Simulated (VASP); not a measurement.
# CsI (Pm-3m) in VASP: a series of runs

The runs below take CsI through electric field gradients, with PBE.

Everything below comes from runs of VASP 6.6.1. Logs are shortened: lines on timing, memory, paths and dates and some standing lists are left out, and cuts for length are marked.

**1. The cell of the first run**

It takes space group Pm-3m (No. 221, cubic). Conventional cell: a = 4.419 Å, b = 4.419 Å, c = 4.419 Å, α = 90.00°, β = 90.00°, γ = 90.00°. Within 5.0 Å of Cs (site symmetry m-3m) lie 8 I at 3.83 Å and 6 Cs at 4.42 Å. I (site symmetry m-3m) has 8 Cs at 3.83 Å and 6 I at 4.42 Å within 5.0 Å.

**2. Electric field gradients, PBE (volume scaled by 0.85)**

INCAR reads:

```
PREC = Accurate
ENCUT = 400
EDIFF = 1E-8
ISMEAR = -1
SIGMA = 0.03
LREAL = F
LASPH = T
NELM = 120
ALGO = Normal
ISIF = 2
LWAVE = F
LCHARG = F
GGA = PE
LEFG = T
NBANDS = 15
GGA_COMPAT = F
```

KPOINTS reads:

```
Automatic mesh
0
Gamma
  6 6 6
```

POSCAR reads:

```
CsI
1.0
    4.4192071473      0.0000000000      0.0000000000
    0.0000000000      4.4192071473      0.0000000000
    0.0000000000      0.0000000000      4.4192071473
Cs I
1 1
Direct
    0.0000000000      0.0000000000      0.0000000000
    0.5000000000      0.5000000000      0.5000000000
```

Potentials or basis: VASP PAW PBE potentials, release 64 (Cs_sv, I).

Started as:

```bash
> cat potpaw_PBE.64/Cs_sv/POTCAR potpaw_PBE.64/I/POTCAR > POTCAR
> mpirun -np 1 vasp_std > vasp.out
```

OUTCAR:

```text
PREC = Accurate
   ENCUT = 400
   EDIFF = 1E-8
   ISMEAR = -1
   LREAL = F
   LASPH = T
   NELM = 120
   ISIF = 2
   GGA = PE

 ion  position               nearest neighbor table
   1  0.000  0.000  0.000-
   2  0.500  0.500  0.500-

  LATTYP: Found a simple cubic cell.
 ALAT       =     4.4192071473

  Lattice vectors:

 A1 = (   4.4192071473,   0.0000000000,   0.0000000000)
 A2 = (   0.0000000000,   4.4192071473,   0.0000000000)
 A3 = (   0.0000000000,   0.0000000000,   4.4192071473)

Analysis of symmetry for initial positions (statically):
=====================================================================
 Subroutine PRICEL returns:
 Original cell was already a primitive cell.

 Routine SETGRP: Setting up the symmetry group for a
 simple cubic supercell.

 Subroutine GETGRP returns: Found 48 space group operations
 (whereof 48 operations were pure point group operations)
 out of a pool of 48 trial point group operations.

The static configuration has the point symmetry O_h .

Analysis of symmetry for dynamics (positions and initial velocities):
=====================================================================
 Subroutine PRICEL returns:
 Original cell was already a primitive cell.

 Routine SETGRP: Setting up the symmetry group for a
 simple cubic supercell.

 Subroutine GETGRP returns: Found 48 space group operations
 (whereof 48 operations were pure point group operations)
 out of a pool of 48 trial point group operations.

The dynamic configuration has the point symmetry O_h .

 Subroutine INISYM returns: Found 48 space group operations
 (whereof 48 operations are pure point group operations),
 and found     1 'primitive' translations

----------------------------------------------------------------------------------------

                                     Primitive cell

  volume of cell :      86.3044

  direct lattice vectors                    reciprocal lattice vectors
     4.419207147  0.000000000  0.000000000     0.226284935  0.000000000  0.000000000
     0.000000000  4.419207147  0.000000000     0.000000000  0.226284935  0.000000000
     0.000000000  0.000000000  4.419207147     0.000000000  0.000000000  0.226284935

  length of vectors
     4.419207147  4.419207147  4.419207147     0.226284935  0.226284935  0.226284935

  position of ions in fractional coordinates (direct lattice)
     0.000000000  0.000000000  0.000000000
     0.500000000  0.500000000  0.500000000

  ion indices of the primitive-cell ions
   primitive index   ion index
                 1           1
                 2           2

----------------------------------------------------------------------------------------

 KPOINTS: Automatic mesh

Automatic generation of k-mesh.
 Grid dimensions read from file:
 generate k-points for:    6    6    6

 Generating k-lattice:

  Cartesian coordinates                     Fractional coordinates (reciprocal lattice)
     0.037714156  0.000000000  0.000000000     0.166666667  0.000000000  0.000000000
     0.000000000  0.037714156  0.000000000     0.000000000  0.166666667  0.000000000
     0.000000000  0.000000000  0.037714156     0.000000000  0.000000000  0.166666667

  Length of vectors
     0.037714156  0.037714156  0.037714156

  Shift w.r.t. Gamma in fractional coordinates (k-lattice)
     0.000000000  0.000000000  0.000000000

 Subroutine IBZKPT returns following result:
 ===========================================

 Found     20 irreducible k-points:

 Following reciprocal coordinates:
            Coordinates               Weight
  0.000000  0.000000  0.000000      1.000000
  0.166667  0.000000  0.000000      6.000000
  0.333333  0.000000  0.000000      6.000000
  0.500000  0.000000  0.000000      3.000000
  0.166667  0.166667  0.000000     12.000000
  0.333333  0.166667  0.000000     24.000000
[... 12 lines left out ...]
  0.500000  0.500000  0.333333      6.000000
  0.500000  0.500000  0.500000      1.000000
   k-points           NKPTS =     20   k-points in BZ     NKDIM =     20   number of bands    NBANDS=     15
   number of dos      NEDOS =    301   number of ions     NIONS =      2
   total plane-waves  NPLWV =  27000
   dimension x,y,z NGX =    30 NGY =   30 NGZ =   30
   dimension x,y,z NGXF=    60 NGYF=   60 NGZF=   60
   ions per type =               1   1
   NGX,Y,Z   is equivalent  to a cutoff of  11.29, 11.29, 11.29 a.u.
   NGXF,Y,Z  is equivalent  to a cutoff of  22.57, 22.57, 22.57 a.u.
 SYSTEM =  unknown system
   PREC   = accura    normal or accurate (medium, high low for compatibility)
   ISTART =      0    job   : 0-new  1-cont  2-samecut
   ICHARG =      2    charge: 1-file 2-atom 10-const
   ISPIN  =      1    spin polarized calculation?
   LNONCOLLINEAR =      F non collinear calculations
   LSORBIT =      F    spin-orbit coupling
   LASPH  =      T    aspherical Exc in radial PAW
   ENCUT  =  400.0 eV  29.40 Ry    5.42 a.u.   7.21  7.21  7.21*2*pi/ulx,y,z
   NELM   =    120;   NELMIN=  2; NELMDL= -5     # of ELM steps
   EDIFF  = 0.1E-07   stopping-criterion for ELM
   LREAL  =      F    real-space projection
   EDIFFG = 0.1E-06   stopping-criterion for IOM
   NSW    =      0    number of steps for IOM
   IBRION =     -1    ionic relax: 0-MD 1-quasi-New 2-CG
   NFREE  =      0    steps in history (QN), initial steepest desc. (CG)
   ISIF   =      2    stress and relaxation
   ISYM   =      2    0-nonsym 1-usesym 2-fastsym
   POTIM  = 0.5000    time-step for ionic-motion
   TEBEG  =    0.0;   TEEND  =   0.0 temperature during run
   PSTRESS=    0.0 pullay stress
   NELECT =      16.0000    total number of electrons
   NUPDOWN=      -1.0000    fix difference up-down
   EMIN   =  10.00;   EMAX   =-10.00  energy-range for DOS
   EFERMI =   0.00;   METHOD = LEGACY
   ISMEAR =    -1;   SIGMA  =   0.03  broadening in eV -4-tet -1-fermi 0-gaus
   EFERMI_NEDOS =   21; number of points for ismear=-14 and -15
   IALGO  =     38    algorithm
   IMIX   =      4    mixing-type and parameters
     AMIX     =   0.40;   BMIX     =  1.00
     AMIX_MAG =   1.60;   BMIX_MAG =  1.00
  volume/ion in A,a.u.               =      43.15       291.21
  Fermi-wavevector in a.u.,A,eV,Ry     =   0.933477  1.764016 11.855845  0.871380
  Thomas-Fermi vector in A             =   2.060183
   LORBIT       =      0    0 simple, 1 ext, 2 COOP (PROOUT), +10 PAW based schemes
   GGA     = PE    functional components
   LHFCALC =     F    Hartree Fock is set to
   AEXX    =    0.0000 exact exchange contribution
   IVDW    =     0    specifies the selected vdW correction
   LEPSILON=     F    determine dielectric tensor
   LRPA    =     F    only Hartree local field effects (RPA)
 non-spin polarized calculation
  energy-cutoff  :      400.00
  volume of cell :       86.30
 maximum number of plane-waves:      1596
 NGX is ok and might be reduce to    30
   NGX = 15   NGY = 15   NGZ = 15

 number of electron      15.9999996 magnetization

 Free energy of the ion-electron system (eV)
  ---------------------------------------------------
  ext. energy  EPLUGINS =         0.00000000
  ---------------------------------------------------
  free energy    TOTEN  =        -5.33931391 eV

  energy without entropy =       -5.33931391  energy(sigma->0) =       -5.33931391

 E-fermi :   2.0402     XC(G=0):  -8.1982

 val. band max:        1.4386996973   @ k =   0.5000   0.5000   0.0000
 cond. band min:       5.4466946091   @ k =   0.0000   0.0000   0.0000
 fundamental gap:      4.0079949117
 Fermi energy:         2.0402465204

 k-point     1 :       0.0000    0.0000    0.0000
  band No.  band energies     occupation
      1     -18.8474      2.00000
      2      -9.3836      2.00000
      3      -5.5341      2.00000
      4      -5.5341      2.00000
      5      -5.5341      2.00000
      6       1.3731      2.00000
      7       1.3731      2.00000
      8       1.3731      2.00000
      9       5.4467      0.00000
     10       5.4467      0.00000
     11       5.6715      0.00000
     12       9.4040      0.00000
     13       9.4040      0.00000
     14       9.4040      0.00000
     15      11.9335      0.00000
[... 325 lines left out ...]
 k-point    20 :       0.5000    0.5000    0.5000
  band No.  band energies     occupation
      1     -18.7428      2.00000
      2      -9.0266      2.00000
      3      -5.8604      2.00000
      4      -5.8604      2.00000
      5      -5.8604      2.00000
      6      -0.1346      2.00000
      7      -0.1346      2.00000
      8      -0.1346      2.00000
      9       8.9478      0.00000
     10       8.9478      0.00000
     11       8.9478      0.00000
     12       9.7808      0.00000
     13       9.7808      0.00000
     14       9.7808      0.00000
     15      11.7483      0.00000

------------------------ aborting loop because EDIFF is reached ----------------------------------------

  FORCE on cell =-STRESS in cart. coord.  units (eV):
  Direction    XX          YY          ZZ          XY          YZ          ZX
  --------------------------------------------------------------------------------------
  -------------------------------------------------------------------------------------
  Total        1.3403625      1.3403625      1.3403625     -0.0000000      0.0000000      0.0000000
  in kB       24.8828301     24.8828301     24.8828301     -0.0000000      0.0000000      0.0000000
  external PRESSURE =      24.8828301 kB  Pullay stress =       0.0000000 kB

 VOLUME and BASIS-vectors are now :
 -----------------------------------------------------------------------------
  energy-cutoff  :      400.00
  volume of cell :       86.30
      direct lattice vectors                 reciprocal lattice vectors
     4.419207147  0.000000000  0.000000000     0.226284935  0.000000000  0.000000000
     0.000000000  4.419207147  0.000000000     0.000000000  0.226284935  0.000000000
     0.000000000  0.000000000  4.419207147     0.000000000  0.000000000  0.226284935

 POSITION                                       TOTAL-FORCE (eV/Angst)
 -----------------------------------------------------------------------------------
      0.00000      0.00000      0.00000         0.000000      0.000000      0.000000
      2.20960      2.20960      2.20960         0.000000      0.000000      0.000000
 -----------------------------------------------------------------------------------
    total drift:                                0.000000     -0.000000     -0.000000

  FREE ENERGIE OF THE ION-ELECTRON SYSTEM (eV)
  ---------------------------------------------------
  free  energy   TOTEN  =        -5.3393139102 eV

  energy  without entropy=       -5.3393139101  energy(sigma->0) =       -5.33931391

 Electric field gradients (V/A^2)
---------------------------------------------------------------------
 ion       V_xx      V_yy      V_zz      V_xy      V_xz      V_yz
---------------------------------------------------------------------
   1      -0.000    -0.000    -0.000     0.000     0.000     0.000
   2       0.000     0.000    -0.000    -0.000    -0.000    -0.000
---------------------------------------------------------------------

 Electric field gradients after diagonalization (V/A^2)
 (convention: |V_zz| > |V_xx| > |V_yy|)
----------------------------------------------------------------------
 ion       V_xx      V_yy      V_zz     asymmetry (V_yy - V_xx)/ V_zz
----------------------------------------------------------------------
   1      -0.000    -0.000    -0.000      -0.197
   2       0.000    -0.000     0.000      -1.505
----------------------------------------------------------------------

           NMR quadrupolar parameters

 Cq : quadrupolar parameter    Cq=e*Q*V_zz/h
 eta: asymmetry parameters     (V_yy - V_xx)/ V_zz
 Q  : nuclear electric quadrupole moment in mb (millibarn)
----------------------------------------------------------------------
 ion       Cq(MHz)       eta       Q (mb)
----------------------------------------------------------------------
   1      -0.000      -0.197       1.000
   2       0.000      -1.505       1.000
----------------------------------------------------------------------
```

Wall time 8.6 s (1 thread of Intel Xeon 6975P-C (Granite Rapids), shared host); peak memory 0.16 GiB.

Results:

```yaml
Free_energy: -5.3393 eV
Pressure: 2.5 GPa
Band_gap_on_the_k_mesh: 4.01 eV, indirect (least direct gap 4.07 eV)
```

Caveat: the cell differs from its parent crystal (volume scaled by 0.85); without QUAD_EFG the Cq values of the log hold for a quadrupole moment of 1 mb, not for the nuclei; spin-orbit coupling is left out, which moves the levels of the heavy elements. A k mesh can miss the band edges.

**3. Electric field gradients, PBE**

This run uses another cell than the first one, of 50.77 Å³/atom, 1.176 times its volume.

INCAR reads:

```
PREC = Accurate
ENCUT = 400
EDIFF = 1E-8
ISMEAR = -1
SIGMA = 0.03
LREAL = False
LASPH = True
NELM = 120
ALGO = Normal
ISIF = 2
LWAVE = False
LCHARG = False
GGA = PE
LEFG = True
NBANDS = 15
GGA_COMPAT = False
```

KPOINTS is that of step 2.

POSCAR reads:

```
CsI
1.0
    4.6652120000      0.0000000000      0.0000000000
    0.0000000000      4.6652120000      0.0000000000
    0.0000000000      0.0000000000      4.6652120000
Cs I
1 1
Direct
    0.0000000000      0.0000000000      0.0000000000
    0.5000000000      0.5000000000      0.5000000000
```

Potentials or basis: VASP PAW PBE potentials, release 64 (Cs_sv, I).

Started as:

```bash
> cat potpaw_PBE.64/Cs_sv/POTCAR potpaw_PBE.64/I/POTCAR > POTCAR
> mpirun -np 1 vasp_std > vasp.out
```

OUTCAR:

```text
PREC = Accurate
   ENCUT = 400
   EDIFF = 1E-8
   ISMEAR = -1
   LREAL = False
   LASPH = True
   NELM = 120
   ISIF = 2
   GGA = PE

 ion  position               nearest neighbor table
   1  0.000  0.000  0.000-
   2  0.500  0.500  0.500-

  LATTYP: Found a simple cubic cell.
 ALAT       =     4.6652120000

  Lattice vectors:

 A1 = (   4.6652120000,   0.0000000000,   0.0000000000)
 A2 = (   0.0000000000,   4.6652120000,   0.0000000000)
 A3 = (   0.0000000000,   0.0000000000,   4.6652120000)

[... 562 lines left out ...]
  ---------------------------------------------------
  free  energy   TOTEN  =        -5.4427381598 eV

  energy  without entropy=       -5.4427381598  energy(sigma->0) =       -5.44273816

 Electric field gradients (V/A^2)
---------------------------------------------------------------------
 ion       V_xx      V_yy      V_zz      V_xy      V_xz      V_yz
---------------------------------------------------------------------
   1       0.000     0.000     0.000    -0.000     0.000    -0.000
   2      -0.000    -0.000    -0.000     0.000     0.000     0.000
---------------------------------------------------------------------

 Electric field gradients after diagonalization (V/A^2)
 (convention: |V_zz| > |V_xx| > |V_yy|)
----------------------------------------------------------------------
 ion       V_xx      V_yy      V_zz     asymmetry (V_yy - V_xx)/ V_zz
----------------------------------------------------------------------
   1       0.000     0.000     0.000      -0.217
   2      -0.000    -0.000    -0.000      -0.083
----------------------------------------------------------------------

           NMR quadrupolar parameters

 Cq : quadrupolar parameter    Cq=e*Q*V_zz/h
 eta: asymmetry parameters     (V_yy - V_xx)/ V_zz
 Q  : nuclear electric quadrupole moment in mb (millibarn)
----------------------------------------------------------------------
 ion       Cq(MHz)       eta       Q (mb)
----------------------------------------------------------------------
   1       0.000      -0.217       1.000
   2      -0.000      -0.083       1.000
----------------------------------------------------------------------
```

It took 8.9 s on 1 thread of Intel Xeon 6975P-C (Granite Rapids), shared host; peak memory 0.17 GiB.

Results:

| Quantity | Value |
| --- | --- |
| Free energy | -5.4427 eV |
| Pressure | 0.0 GPa |
| Band gap on the k mesh | 3.68 eV, indirect (least direct gap 3.77 eV) |

Levels at points of the mesh, in eV from the valence-band top:
```csv
k point,band 6,band 7,band 8,band 9,band 10,band 11
"(0.00, 0.00, 0.00)",-0.10,-0.10,-0.10,3.68,4.27,4.27
"(0.50, 0.00, 0.00)",-1.41,-0.21,-0.21,5.21,6.22,6.44
"(0.50, 0.50, 0.00)",-0.81,-0.81,0.00,4.25,4.89,6.08
"(0.50, 0.50, 0.50)",-1.16,-1.16,-1.16,6.98,6.98,6.98
```

Caveat: without QUAD_EFG the Cq values of the log hold for a quadrupole moment of 1 mb, not for the nuclei; spin-orbit coupling is left out, which moves the levels of the heavy elements. A k mesh can miss the band edges.
